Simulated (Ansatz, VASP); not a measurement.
**Two plane-wave programs on Ge2BiP3**

```
CELL_PARAMETERS angstrom
6.49875 0.00000 0.00000
-3.24938 5.62809 0.00000
0.00000 0.00000 3.37875
ATOMIC_POSITIONS crystal
Ge 0.66667 0.33333 0.00000
Ge 0.33333 0.66667 0.00000
Bi 0.00000 0.00000 0.00000
P 0.50000 0.00000 0.50000
P 0.00000 0.50000 0.50000
P 0.50000 0.50000 0.50000
```

Change from the starting cell: species swapped into the YB2Ir3 type (P6/mmm, No. 191).

Alike in both runs: functional PBE; k mesh 6 × 6 × 10; occupations gaussian, width 0.1 eV; no spin polarisation.

Ansatz relaxed the structure, and its values are those at the end. VASP's run is a single point on that final structure, the one shown.

|  | VASP | Ansatz |
| --- | --- | --- |
| version | VASP 6.6.1 | Ansatz 0.2.0 |
| potentials or method | VASP PAW PBE potentials, release 64 (Ge_d, Bi_d, P), cutoff 520 eV | scalar-relativistic, plane waves, PAW |
| valence electrons in the cell | 58 | 58 |

|  | VASP | Ansatz | Ansatz less VASP |
| --- | --- | --- | --- |
| gap on the k mesh at the Fermi level (eV) | none | none | - |
| pressure (GPa) | 0.0 | 0.0 | +0.04 |

A gap of «none» marks a metal or a gap that the smearing closes. The functional is the same, so the differences come from potentials, cutoffs and numerics.

Neither program's run includes spin-orbit coupling.
